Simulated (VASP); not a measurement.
# Pd (P6_3/mmc) in VASP: further runs

The runs below take Pd through single point, with PBE.

Everything below comes from runs of VASP 6.6.1. Logs are shortened: lines on timing, memory, paths and dates and some standing lists are left out, and cuts for length are marked.

### 1 The cell of the first run

Symmetry: P6_3/mmc, No. 194, hexagonal system. The conventional cell has a = 2.818 Å, b = 2.818 Å, c = 8.932 Å, α = 90.00°, β = 90.00°, γ = 120.00°. Within 3.6 Å of Pd (site symmetry -3m) lie 12 Pd at 2.76 to 2.82 Å. Pd (site symmetry -6m2) has 12 Pd at 2.76 to 2.82 Å within 3.6 Å.

This isn't the form of Pd at room conditions, which is fcc.

### 2 Single point, PBE

File INCAR:

```
SYSTEM = Pd
ALGO = Fast ; EDIFF = 1E-7
ENCUT = 520 ; GGA = PE
ISIF = 2 ; ISMEAR = 0
LASPH = .True. ; LCHARG = .False.
LREAL = .False. ; LWAVE = .False.
NBANDS = 28 ; NELM = 100
PREC = Accurate ; SIGMA = 0.15
```

File KPOINTS:

```
k-points
0
Gamma
  24 24 6
  0 0 0
```

File POSCAR:

```
Pd
1.0
    2.8177946289      0.0000000000      0.0000000000
   -1.4088973145      2.4402817313      0.0000000000
    0.0000000000      0.0000000000      8.9322681025
Pd
4
Direct
    0.0000000000      0.0000000000      0.0000000000
    0.3333333333      0.6666666667      0.2500000000
    0.0000000000      0.0000000000      0.5000000000
    0.6666666667      0.3333333333      0.7500000000
```

Potentials or basis: VASP PAW PBE potentials, release 64 (Pd).

Launch:

```bash
$ cat potpaw_PBE.64/Pd/POTCAR > POTCAR
$ mpirun -np 1 vasp_std > vasp.out
```

OUTCAR:

```text
SYSTEM = Pd
   EDIFF = 1E-7
   ENCUT = 520
   GGA = PE
   ISIF = 2
   ISMEAR = 0
   LASPH = .True.
   LREAL = .False.
   NELM = 100
   PREC = Accurate

 ion  position               nearest neighbor table
   1  0.000  0.000  0.000-   2 2.76   4 2.76   4 2.76   2 2.76   4 2.76   2 2.76
   2  0.333  0.667  0.250-   1 2.76   3 2.76   1 2.76   3 2.76   1 2.76   3 2.76
   3  0.000  0.000  0.500-   2 2.76   4 2.76   4 2.76   2 2.76   4 2.76   2 2.76
   4  0.667  0.333  0.750-   1 2.76   3 2.76   1 2.76   3 2.76   1 2.76   3 2.76

  LATTYP: Found a hexagonal cell.
 ALAT       =     2.8177946289
 C/A-ratio  =     3.1699500066

  Lattice vectors:

 A1 = (   2.8177946289,   0.0000000000,   0.0000000000)
 A2 = (  -1.4088973145,   2.4402817313,   0.0000000000)
 A3 = (   0.0000000000,   0.0000000000,   8.9322681025)

Analysis of symmetry for initial positions (statically):
=====================================================================
 Subroutine PRICEL returns:
 Original cell was already a primitive cell.

 Routine SETGRP: Setting up the symmetry group for a
 hexagonal supercell.

 Subroutine GETGRP returns: Found 24 space group operations
 (whereof 12 operations were pure point group operations)
 out of a pool of 24 trial point group operations.

The static configuration has the point symmetry D_3d.
 The point group associated with its full space group is D_6h.

Analysis of symmetry for dynamics (positions and initial velocities):
=====================================================================
 Subroutine PRICEL returns:
 Original cell was already a primitive cell.

 Routine SETGRP: Setting up the symmetry group for a
 hexagonal supercell.

 Subroutine GETGRP returns: Found 24 space group operations
 (whereof 12 operations were pure point group operations)
 out of a pool of 24 trial point group operations.

The dynamic configuration has the point symmetry D_3d.
 The point group associated with its full space group is D_6h.

 Subroutine INISYM returns: Found 24 space group operations
 (whereof 12 operations are pure point group operations),
 and found     1 'primitive' translations

----------------------------------------------------------------------------------------

                                     Primitive cell

  volume of cell :      61.4202

  direct lattice vectors                    reciprocal lattice vectors
     2.817794629  0.000000000  0.000000000     0.354887468  0.204894375  0.000000000
    -1.408897315  2.440281731  0.000000000     0.000000000  0.409788750  0.000000000
     0.000000000  0.000000000  8.932268103     0.000000000  0.000000000  0.111953648

  length of vectors
     2.817794629  2.817794629  8.932268103     0.409788750  0.409788750  0.111953648

  position of ions in fractional coordinates (direct lattice)
     0.000000000  0.000000000  0.000000000
     0.333333333  0.666666667  0.250000000
     0.000000000  0.000000000  0.500000000
     0.666666667  0.333333333  0.750000000

  ion indices of the primitive-cell ions
   primitive index   ion index
                 1           1
                 2           2
                 3           3
                 4           4

----------------------------------------------------------------------------------------

 KPOINTS: k-points

Automatic generation of k-mesh.
 Grid dimensions read from file:
 generate k-points for:   24   24    6

 Generating k-lattice:

  Cartesian coordinates                     Fractional coordinates (reciprocal lattice)
     0.014786978  0.008537266  0.000000000     0.041666667  0.000000000  0.000000000
     0.000000000  0.017074531  0.000000000     0.000000000  0.041666667  0.000000000
     0.000000000  0.000000000  0.018658941     0.000000000  0.000000000  0.166666667

  Length of vectors
     0.017074531  0.017074531  0.018658941

  Shift w.r.t. Gamma in fractional coordinates (k-lattice)
     0.000000000  0.000000000  0.000000000

 Subroutine IBZKPT returns following result:
 ===========================================

 Found    244 irreducible k-points:

 Following reciprocal coordinates:
            Coordinates               Weight
  0.000000  0.000000  0.000000      1.000000
  0.041667  0.000000  0.000000      6.000000
  0.083333  0.000000  0.000000      6.000000
  0.125000 -0.000000  0.000000      6.000000
  0.166667 -0.000000  0.000000      6.000000
  0.208333  0.000000  0.000000      6.000000
[... 16 lines left out ...]
  0.416667  0.041667  0.000000     12.000000
  0.458333  0.041667  0.000000     12.000000
 [... further k-points ...]
   k-points           NKPTS =    244   k-points in BZ     NKDIM =    244   number of bands    NBANDS=     28
   number of dos      NEDOS =    301   number of ions     NIONS =      4
   total plane-waves  NPLWV =  40320
   dimension x,y,z NGX =    24 NGY =   24 NGZ =   70
   dimension x,y,z NGXF=    48 NGYF=   48 NGZF=  140
   ions per type =               4
   NGX,Y,Z   is equivalent  to a cutoff of  14.16, 14.16, 13.03 a.u.
   NGXF,Y,Z  is equivalent  to a cutoff of  28.32, 28.32, 26.06 a.u.
 SYSTEM =  Pd
   PREC   = accura    normal or accurate (medium, high low for compatibility)
   ISTART =      0    job   : 0-new  1-cont  2-samecut
   ICHARG =      2    charge: 1-file 2-atom 10-const
   ISPIN  =      1    spin polarized calculation?
   LNONCOLLINEAR =      F non collinear calculations
   LSORBIT =      F    spin-orbit coupling
   LASPH  =      T    aspherical Exc in radial PAW
   ENCUT  =  520.0 eV  38.22 Ry    6.18 a.u.   5.24  5.24 16.61*2*pi/ulx,y,z
   NELM   =    100;   NELMIN=  2; NELMDL= -5     # of ELM steps
   EDIFF  = 0.1E-06   stopping-criterion for ELM
   LREAL  =      F    real-space projection
   EDIFFG = 0.1E-05   stopping-criterion for IOM
   NSW    =      0    number of steps for IOM
   IBRION =     -1    ionic relax: 0-MD 1-quasi-New 2-CG
   NFREE  =      0    steps in history (QN), initial steepest desc. (CG)
   ISIF   =      2    stress and relaxation
   ISYM   =      2    0-nonsym 1-usesym 2-fastsym
   POTIM  = 0.5000    time-step for ionic-motion
   TEBEG  =    0.0;   TEEND  =   0.0 temperature during run
   PSTRESS=    0.0 pullay stress
   NELECT =      40.0000    total number of electrons
   NUPDOWN=      -1.0000    fix difference up-down
   EMIN   =  10.00;   EMAX   =-10.00  energy-range for DOS
   EFERMI =   0.00;   METHOD = LEGACY
   ISMEAR =     0;   SIGMA  =   0.15  broadening in eV -4-tet -1-fermi 0-gaus
   EFERMI_NEDOS =   21; number of points for ismear=-14 and -15
   IALGO  =     68    algorithm
   IMIX   =      4    mixing-type and parameters
     AMIX     =   0.40;   BMIX     =  1.00
     AMIX_MAG =   1.60;   BMIX_MAG =  1.00
  volume/ion in A,a.u.               =      15.36       103.62
  Fermi-wavevector in a.u.,A,eV,Ry     =   1.419029  2.681575 27.397264  2.013642
  Thomas-Fermi vector in A             =   2.540092
   LORBIT       =      0    0 simple, 1 ext, 2 COOP (PROOUT), +10 PAW based schemes
   GGA     = PE    functional components
   LHFCALC =     F    Hartree Fock is set to
   AEXX    =    0.0000 exact exchange contribution
   IVDW    =     0    specifies the selected vdW correction
   LEPSILON=     F    determine dielectric tensor
   LRPA    =     F    only Hartree local field effects (RPA)
 non-spin polarized calculation
 RMM-DIIS sequential band-by-band and
 Gauss-broadening in eV      SIGMA  =   0.15
  energy-cutoff  :      520.00
  volume of cell :       61.42
 maximum number of plane-waves:      1680
 NGX is ok and might be reduce to    24

 number of electron      40.0000005 magnetization

 Free energy of the ion-electron system (eV)
  ---------------------------------------------------
  ext. energy  EPLUGINS =         0.00000000
  ---------------------------------------------------
  free energy    TOTEN  =       -20.84155847 eV

  energy without entropy =      -20.72840834  energy(sigma->0) =      -20.78498340

 E-fermi :   9.1353     XC(G=0): -12.9333

 val. band max:        9.1323175791   @ k =   0.4167   0.0417   0.5000
 cond. band min:       9.1354711667   @ k =   0.1667   0.0417   0.0000
 fundamental gap:      0.0031535876
 Fermi energy:         9.1353341666

 k-point     1 :       0.0000    0.0000    0.0000
  band No.  band energies     occupation
      1       2.2869      2.00000
      2       4.0136      2.00000
      3       4.0250      2.00000
      4       4.1473      2.00000
      5       6.3791      2.00000
      6       6.3791      2.00000
[... 20 lines left out ...]
     27      24.0490      0.00000
     28      25.8820      0.00000

 k-point     2 :       0.0417    0.0000    0.0000
  band No.  band energies     occupation
      1       2.3400      2.00000
      2       4.0610      2.00000
      3       4.0729      2.00000
      4       4.1842      2.00000
      5       6.3132      2.00000
      6       6.3551      2.00000
[... 20 lines left out ...]
     27      24.0772      0.00000
     28      25.9458      0.00000

 k-point     3 :       0.0833    0.0000    0.0000
  band No.  band energies     occupation
      1       2.4972      2.00000
      2       4.1973      2.00000
      3       4.2111      2.00000
      4       4.2908      2.00000
      5       6.1171      2.00000
      6       6.2871      2.00000
[... 20 lines left out ...]
     27      24.1601      0.00000
     28      25.9715      0.00000

 k-point     4 :       0.1250   -0.0000    0.0000
  band No.  band energies     occupation
      1       2.7507      2.00000
      2       4.3938      2.00000
      3       4.4194      2.00000
      4       4.4618      2.00000
      5       5.8905      2.00000
      6       6.1441      2.00000
[... 578 lines left out ...]
     27      19.0829      0.00000
     28      19.4490      0.00000

 k-point    23 :       0.4167    0.0417    0.0000
  band No.  band energies     occupation
      1       4.1628      2.00000
      2       4.1721      2.00000
      3       4.3651      2.00000
      4       4.9486      2.00000
      5       5.1251      2.00000
      6       5.5095      2.00000
[... 20 lines left out ...]
     27      19.0223      0.00000
     28      19.5600      0.00000

 k-point    24 :       0.4583    0.0417    0.0000
  band No.  band energies     occupation
      1       4.1104      2.00000
      2       4.1416      2.00000
      3       4.3269      2.00000
      4       4.9157      2.00000
      5       5.0885      2.00000
      6       5.5255      2.00000
[... 20 lines left out ...]
     27      19.3860      0.00000
     28      19.9814      0.00000

 [... further k-points ...]

------------------------ aborting loop because EDIFF is reached ----------------------------------------

  FORCE on cell =-STRESS in cart. coord.  units (eV):
  Direction    XX          YY          ZZ          XY          YZ          ZX
  --------------------------------------------------------------------------------------
  -------------------------------------------------------------------------------------
  Total       -0.6116119     -0.6116119      1.2733133      0.0000000      0.0000000     -0.0000000
  in kB      -15.9542145    -15.9542145     33.2150413      0.0000000      0.0000000     -0.0000000
  external PRESSURE =       0.4355375 kB  Pullay stress =       0.0000000 kB

 VOLUME and BASIS-vectors are now :
 -----------------------------------------------------------------------------
  energy-cutoff  :      520.00
  volume of cell :       61.42
      direct lattice vectors                 reciprocal lattice vectors
     2.817794629  0.000000000  0.000000000     0.354887468  0.204894375  0.000000000
    -1.408897315  2.440281731  0.000000000     0.000000000  0.409788750  0.000000000
     0.000000000  0.000000000  8.932268103     0.000000000  0.000000000  0.111953648

 POSITION                                       TOTAL-FORCE (eV/Angst)
 -----------------------------------------------------------------------------------
      0.00000      0.00000      0.00000         0.000000      0.000000     -0.000000
     -0.00000      1.62685      2.23307        -0.000000      0.000000     -0.000000
      0.00000      0.00000      4.46613         0.000000      0.000000     -0.000000
      1.40890      0.81343      6.69920         0.000000      0.000000      0.000000
 -----------------------------------------------------------------------------------
    total drift:                               -0.000000      0.000000      0.000000

  FREE ENERGIE OF THE ION-ELECTRON SYSTEM (eV)
  ---------------------------------------------------
  free  energy   TOTEN  =       -20.8415584721 eV

  energy  without entropy=      -20.7284083355  energy(sigma->0) =      -20.78498340
```

It took 12 min on 1 thread of Intel Xeon 8259CL, shared host; peak memory 0.43 GiB.

What came out:

* Free energy: -20.8416 eV
* Pressure: 0.0 GPa
* Band gap on the k mesh: zero (bands 20 and 21 overlap by 0.87 eV)

Stress tensor (GPa, compression positive):
```
-1.60  0.00  0.00
 0.00 -1.60  0.00
 0.00  0.00  3.32
```

### 3 Single point, PBE

This run uses another cell than the first one, of the same volume but with other edges.

File INCAR:

```
SYSTEM = Pd
  ALGO = Fast
  EDIFF = 1E-7
  ENCUT = 520
  GGA = PE
  ISIF = 2
  ISMEAR = 0
  LASPH = .TRUE.
  LCHARG = .FALSE.
  LREAL = .FALSE.
  LWAVE = .FALSE.
  NBANDS = 28
  NELM = 100
  PREC = Accurate
  SIGMA = 0.15
```

File KPOINTS:

```
k-points
0
G
  24 24 6
  0 0 0
```

File POSCAR:

```
Pd
1.0
    2.7348697544      0.0000000000      0.0000000000
   -1.3674348772      2.3684666833      0.0000000000
    0.0000000000      0.0000000000      9.4821566831
Pd
4
Direct
    0.0000000000      0.0000000000      0.0000000000
    0.3333333333      0.6666666667      0.2500000000
    0.0000000000      0.0000000000      0.5000000000
    0.6666666667      0.3333333333      0.7500000000
```

Potentials or basis: VASP PAW PBE potentials, release 64 (Pd).

Launch:

```bash
$ cat potpaw_PBE.64/Pd/POTCAR > POTCAR
$ mpirun -np 1 vasp_std > vasp.out
```

It took 7.9 min on 1 thread of Intel Xeon 8259CL, shared host; peak memory 0.41 GiB.

The run converged. Its results:

```yaml
Free_energy: -20.8208 eV
Pressure: 0.4 GPa
Band_gap_on_the_k_mesh: zero (bands 20 and 21 overlap by 0.92 eV)
```

Stress tensor (GPa, compression positive):
```
 2.76  0.00  0.00
 0.00  2.76  0.00
 0.00  0.00 -4.47
```

Levels at points of the mesh, in eV from the Fermi level:
```csv
k point,band 16,band 17,band 18,band 19,band 20,band 21,band 22,band 23,band 24,band 25
"(0.00, 0.00, 0.00)",-1.27,-1.27,-0.85,-0.85,-0.64,-0.64,-0.16,-0.16,0.61,6.16
"(0.50, 0.00, 0.00)",0.13,0.16,0.18,0.21,0.26,1.63,2.50,3.73,4.22,7.79
"(0.00, 0.00, 0.50)",-1.11,-1.11,-1.11,-1.08,-1.08,-0.35,-0.35,-0.35,-0.35,8.65
"(0.50, 0.00, 0.50)",-0.51,0.14,0.14,0.25,0.25,2.53,2.53,3.86,3.86,7.93
```

### 4 Single point, PBE

This run uses another cell than the first one, of the same volume but with other edges.

File INCAR:

```
PREC = Accurate
ENCUT = 520
EDIFF = 1E-6
ISMEAR = 0
SIGMA = 0.15
LREAL = False
LASPH = True
NELM = 100
ALGO = Fast
ISIF = 2
LWAVE = False
LCHARG = False
GGA = PE
NBANDS = 28
```

File KPOINTS:

```
Automatic mesh
0
Gamma
  24 24 6
```

File POSCAR:

```
Pd
1.0
    2.9943536086      0.0000000000      0.0000000000
   -1.4971768043      2.5931862930      0.0000000000
    0.0000000000      0.0000000000      7.9099593678
Pd
4
Direct
    0.0000000000      0.0000000000      0.0000000000
    0.3333333333      0.6666666667      0.2500000000
    0.0000000000      0.0000000000      0.5000000000
    0.6666666667      0.3333333333      0.7500000000
```

Launch:

```bash
$ cat potpaw_PBE.64/Pd/POTCAR > POTCAR
$ mpirun -np 1 vasp_std > vasp.out
```

Wall time 6.4 min (1 thread of Intel Xeon 8259CL, shared host); peak memory 0.42 GiB.

Results (log left out):

- Free energy: -20.1875 eV
- Pressure: 6.8 GPa
- Band gap on the k mesh: zero (bands 20 and 21 overlap by 1.00 eV)

Stress tensor (GPa, compression positive):
```
-0.13  0.00  0.00
 0.00 -0.13  0.00
 0.00  0.00 20.67
```

Levels at points of the mesh, in eV from the Fermi level:
```tsv
k point	band 18	band 19	band 20	band 21	band 22	band 23
(0.00, 0.00, 0.00)	-1.64	-1.42	-0.35	-0.35	0.30	0.30
(0.50, 0.00, 0.00)	-0.11	-0.08	0.62	1.09	2.41	2.87
(0.00, 0.00, 0.50)	-1.22	-0.20	-0.20	-0.20	-0.20	0.75
(0.50, 0.00, 0.50)	-0.63	-0.03	-0.03	1.92	1.92	3.25
```

Caveat: the cell stands under pressure.

### 5 Summary

```tsv
cell	further INCAR settings	gap on the mesh (eV)	pressure (GPa)
a = 2.818, b = 2.818, c = 8.932 Å, angles 90.0, 90.0, 120.0°, 4 atoms	ALGO = Fast; EDIFF = 1e-07; NBANDS = 28	none	0.0
a = 2.735, b = 2.735, c = 9.482 Å, angles 90.0, 90.0, 120.0°, 4 atoms	ALGO = Fast; EDIFF = 1e-07; NBANDS = 28	none	0.4
a = 2.994, b = 2.994, c = 7.910 Å, angles 90.0, 90.0, 120.0°, 4 atoms	ALGO = Fast; EDIFF = 1e-06; NBANDS = 28	none	6.8
```

Alike in all rows: task single point; level PBE; potentials or basis VASP PAW PBE potentials, release 64 (Pd); no spin polarisation; k mesh 24 × 24 × 6; cutoff (eV) 520; smearing gaussian 0.15 eV.

Caveats: the cell stands under pressure (at least some runs).

Total energies depend on the potentials used, so only differences within one code and one set of settings carry meaning.
